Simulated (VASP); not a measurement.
# Cu (Cmcm) in VASP: settings compared

Aim: see how the results for Cu move with the level of theory and the settings. Levels: r2SCAN, LDA. Tasks: single point.

All numbers are computed with VASP 6.6.1; they aren't measurements. Logs are shortened: lines on timing, memory, paths and dates and some standing lists are left out, and cuts for length are marked.

### 1 The cell of the first run

Symmetry: Cmcm, No. 63, orthorhombic system. The conventional cell has a = 2.404 Å, b = 7.845 Å, c = 2.442 Å, α = 90.00°, β = 90.00°, γ = 90.00°. Within 3.2 Å of Cu (site symmetry m2m) lie 10 Cu at 2.40 to 2.50 Å.

### 2 Single point, r2SCAN

POSCAR

```
Cu
1.0
    1.2019959458     -3.9226365845      0.0000000000
    1.2019959458      3.9226365845      0.0000000000
    0.0000000000      0.0000000000      2.4420387800
Cu
2
Direct
    0.8661333500      0.1338666500      0.7500000000
    0.1338666500      0.8661333500      0.2500000000
```

INCAR.step1

```
ALGO = Normal
EDIFF = 1E-4
ENCUT = 520
GGA = PE
ISMEAR = -1
LASPH = True
LCHARG = False
LREAL = False
LWAVE = True
NBANDS = 18
NELM = 80
PREC = Accurate
SIGMA = 0.05
```

INCAR.step2

```
ALGO = Normal
EDIFF = 1E-6
ENCUT = 520
ISIF = 2
ISMEAR = -1
ISTART = 1
LASPH = True
LCHARG = True
LELF = True
LMIXTAU = True
LREAL = False
LVHAR = True
LWAVE = False
METAGGA = R2SCAN
NBANDS = 18
NELM = 80
PREC = Accurate
SIGMA = 0.05
```

KPOINTS

```
k-points
0
Gamma
  11 11 11
```

Potentials or basis: VASP PAW PBE potentials, release 64 (Cu).

Run with:

```
cat potpaw_PBE.64/Cu/POTCAR > POTCAR
cp INCAR.step1 INCAR
mpirun -np 1 vasp_std > vasp.out
cp INCAR.step2 INCAR
mpirun -np 1 vasp_std > vasp.out
```

OUTCAR:

```text
EDIFF = 1E-6
   ENCUT = 520
   ISIF = 2
   ISMEAR = -1
   ISTART = 1
   LASPH = True
   LREAL = False
   METAGGA = R2SCAN
   NELM = 80
   PREC = Accurate

 ion  position               nearest neighbor table
   1  0.866  0.134  0.750-   2 2.43   2 2.43   2 2.50   2 2.50   2 2.50   2 2.50
   2  0.134  0.866  0.250-   1 2.43   1 2.43   1 2.50   1 2.50   1 2.50   1 2.50

  LATTYP: Found a base centered orthorhombic cell.
 ALAT       =     2.4039918916
 B/A-ratio  =     3.2634357863
 C/A-ratio  =     1.0158265461

  Lattice vectors:

 A1 = (   1.2019959458,  -3.9226365845,   0.0000000000)
 A2 = (   1.2019959458,   3.9226365845,   0.0000000000)
 A3 = (   0.0000000000,   0.0000000000,   2.4420387800)

Analysis of symmetry for initial positions (statically):
=====================================================================
 Subroutine PRICEL returns:
 Original cell was already a primitive cell.

 Routine SETGRP: Setting up the symmetry group for a
 base centered orthorhombic supercell.

 Subroutine GETGRP returns: Found  8 space group operations
 (whereof  4 operations were pure point group operations)
 out of a pool of  8 trial point group operations.

The static configuration has the point symmetry C_2h.
 The point group associated with its full space group is D_2h.

Analysis of symmetry for dynamics (positions and initial velocities):
=====================================================================
 Subroutine PRICEL returns:
 Original cell was already a primitive cell.

 Routine SETGRP: Setting up the symmetry group for a
 base centered orthorhombic supercell.

 Subroutine GETGRP returns: Found  8 space group operations
 (whereof  4 operations were pure point group operations)
 out of a pool of  8 trial point group operations.

The dynamic configuration has the point symmetry C_2h.
 The point group associated with its full space group is D_2h.

 Subroutine INISYM returns: Found  8 space group operations
 (whereof  4 operations are pure point group operations),
 and found     1 'primitive' translations

----------------------------------------------------------------------------------------

                                     Primitive cell

  volume of cell :      23.0284

  direct lattice vectors                    reciprocal lattice vectors
     1.201995946 -3.922636585  0.000000000     0.415974781 -0.127465287  0.000000000
     1.201995946  3.922636585  0.000000000     0.415974781  0.127465287  0.000000000
     0.000000000  0.000000000  2.442038780     0.000000000  0.000000000  0.409493907

  length of vectors
     4.102666453  4.102666453  2.442038780     0.435065992  0.435065992  0.409493907

[... 81 lines left out ...]
   LREAL  =      F    real-space projection
   EDIFFG = 0.1E-04   stopping-criterion for IOM
   NSW    =      0    number of steps for IOM
   IBRION =     -1    ionic relax: 0-MD 1-quasi-New 2-CG
   NFREE  =      0    steps in history (QN), initial steepest desc. (CG)
   ISIF   =      2    stress and relaxation
   ISYM   =      2    0-nonsym 1-usesym 2-fastsym
   POTIM  = 0.5000    time-step for ionic-motion
   TEBEG  =    0.0;   TEEND  =   0.0 temperature during run
   PSTRESS=    0.0 pullay stress
   NELECT =      22.0000    total number of electrons
   NUPDOWN=      -1.0000    fix difference up-down
   EMIN   =  10.00;   EMAX   =-10.00  energy-range for DOS
   EFERMI =   0.00;   METHOD = LEGACY
   ISMEAR =    -1;   SIGMA  =   0.05  broadening in eV -4-tet -1-fermi 0-gaus
   EFERMI_NEDOS =   21; number of points for ismear=-14 and -15
   IALGO  =     38    algorithm
   IMIX   =      4    mixing-type and parameters
     AMIX     =   0.40;   BMIX     =  1.00
     AMIX_MAG =   1.60;   BMIX_MAG =  1.00
  volume/ion in A,a.u.               =      11.51        77.70
  Fermi-wavevector in a.u.,A,eV,Ry     =   1.612357  3.046913 35.370995  2.599695
  Thomas-Fermi vector in A             =   2.707600
   LORBIT       =      0    0 simple, 1 ext, 2 COOP (PROOUT), +10 PAW based schemes
   METAGGA = R2SCAN    functional components
   LHFCALC =     F    Hartree Fock is set to
   AEXX    =    0.0000 exact exchange contribution
   IVDW    =     0    specifies the selected vdW correction
   LEPSILON=     F    determine dielectric tensor
   LRPA    =     F    only Hartree local field effects (RPA)
 non-spin polarized calculation
  energy-cutoff  :      520.00
  volume of cell :       23.03
 maximum number of plane-waves:       637
   NGX = 15   NGY = 15   NGZ =  9

 number of electron      21.9999989 magnetization

 Free energy of the ion-electron system (eV)
  ---------------------------------------------------
  ext. energy  EPLUGINS =         0.00000000
  ---------------------------------------------------
  free energy    TOTEN  =       -21.32618126 eV

  energy without entropy =      -21.32252496  energy(sigma->0) =      -21.32435311

 E-fermi :   7.7572     XC(G=0): -13.8514

 val. band max:        7.7208312244   @ k =  -0.4545   0.2727   0.4545
 cond. band min:       7.7984057215   @ k =  -0.3636   0.2727   0.2727
 fundamental gap:      0.0775744972
 Fermi energy:         7.7571626429

 k-point     1 :       0.0000    0.0000    0.0000
  band No.  band energies     occupation
      1      -2.1319      2.00000
      2       2.3535      2.00000
      3       3.1814      2.00000
      4       3.7015      2.00000
      5       4.4670      2.00000
      6       4.7406      2.00000
[... 481 lines left out ...]
      5       4.5842      2.00000
      6       4.6071      2.00000
[... 10 lines left out ...]
     17      30.4015      0.00000
     18      30.6428      0.00000

 [... further k-points ...]

------------------------ aborting loop because EDIFF is reached ----------------------------------------

  FORCE on cell =-STRESS in cart. coord.  units (eV):
  Direction    XX          YY          ZZ          XY          YZ          ZX
  --------------------------------------------------------------------------------------
  -------------------------------------------------------------------------------------
  Total        1.0178619      1.0204953      1.1495635      0.0000000      0.0000000      0.0000000
  in kB       70.8167189     70.9999397     79.9797261      0.0000000      0.0000000      0.0000000
  external PRESSURE =      73.9321282 kB  Pullay stress =       0.0000000 kB

 VOLUME and BASIS-vectors are now :
 -----------------------------------------------------------------------------
  energy-cutoff  :      520.00
  volume of cell :       23.03
      direct lattice vectors                 reciprocal lattice vectors
     1.201995946 -3.922636585  0.000000000     0.415974781 -0.127465287  0.000000000
     1.201995946  3.922636585  0.000000000     0.415974781  0.127465287  0.000000000
     0.000000000  0.000000000  2.442038780     0.000000000  0.000000000  0.409493907

 POSITION                                       TOTAL-FORCE (eV/Angst)
 -----------------------------------------------------------------------------------
      1.20200     -2.87242      1.83153         0.000000     -0.080177     -0.000000
      1.20200      2.87242      0.61051         0.000000      0.080177      0.000000
 -----------------------------------------------------------------------------------
    total drift:                                0.000000      0.000000      0.000000

  FREE ENERGIE OF THE ION-ELECTRON SYSTEM (eV)
  ---------------------------------------------------
  free  energy   TOTEN  =       -21.3261812580 eV

  energy  without entropy=      -21.3225249581  energy(sigma->0) =      -21.32435311
```

OSZICAR.step1:

```text
N       E                     dE             d eps       ncg     rms          rms(c)
DAV:   1     0.122775463265E+03    0.12278E+03   -0.10445E+04  8322   0.221E+03
DAV:   2    -0.235435693164E+01   -0.12513E+03   -0.11857E+03  7802   0.289E+02
DAV:   3    -0.877297495213E+01   -0.64186E+01   -0.62022E+01  8600   0.877E+01
DAV:   4    -0.884322754206E+01   -0.70253E-01   -0.70203E-01  9308   0.101E+01
DAV:   5    -0.884414422774E+01   -0.91669E-03   -0.91665E-03  9534   0.988E-01    0.108E+01
DAV:   6    -0.774120259420E+01    0.11029E+01   -0.10692E+01  8364   0.935E+01    0.502E+00
DAV:   7    -0.711773195496E+01    0.62347E+00   -0.20303E+00  8456   0.379E+01    0.809E-01
DAV:   8    -0.709601376130E+01    0.21718E-01   -0.20632E-02  9634   0.175E+00    0.493E-01
DAV:   9    -0.709170108847E+01    0.43127E-02   -0.56870E-03  9750   0.209E+00    0.504E-02
DAV:  10    -0.709162587016E+01    0.75218E-04   -0.21848E-04  7876   0.162E-01
   1 F= -.70916259E+01 E0= -.70896767E+01  d E =-.389832E-02
```

It took 1.7 min on 1 thread of Intel Xeon 6975P-C (Granite Rapids), shared host; peak memory 0.21 GiB.

Results:

```
Free energy            : -21.3262 eV
Pressure               : 7.4 GPa
Largest force          : 0.080 eV/Å
Band gap on the k mesh : zero (bands 11 and 12 overlap by 5.90 eV)
```

Forces in eV/Å, atoms in the order of the input:
```
Cu   0.000 -0.080  0.000
Cu   0.000  0.080  0.000
```

Stress tensor (GPa, compression positive):
```
7.08 0.00 0.00
0.00 7.10 0.00
0.00 0.00 8.00
```

Levels at points of the mesh, in eV from the Fermi level:
```csv
k point,band 8,band 9,band 10,band 11,band 12,band 13,band 14,band 15
"(0.00, 0.00, 0.00)",-2.23,-2.04,-1.89,-1.58,-0.14,5.27,15.87,19.76
```

Caveat: the cell stands under pressure; the PAW data sets were made with another functional, which shifts forces and pressure a little.

(Continued in part 2 of 2.)
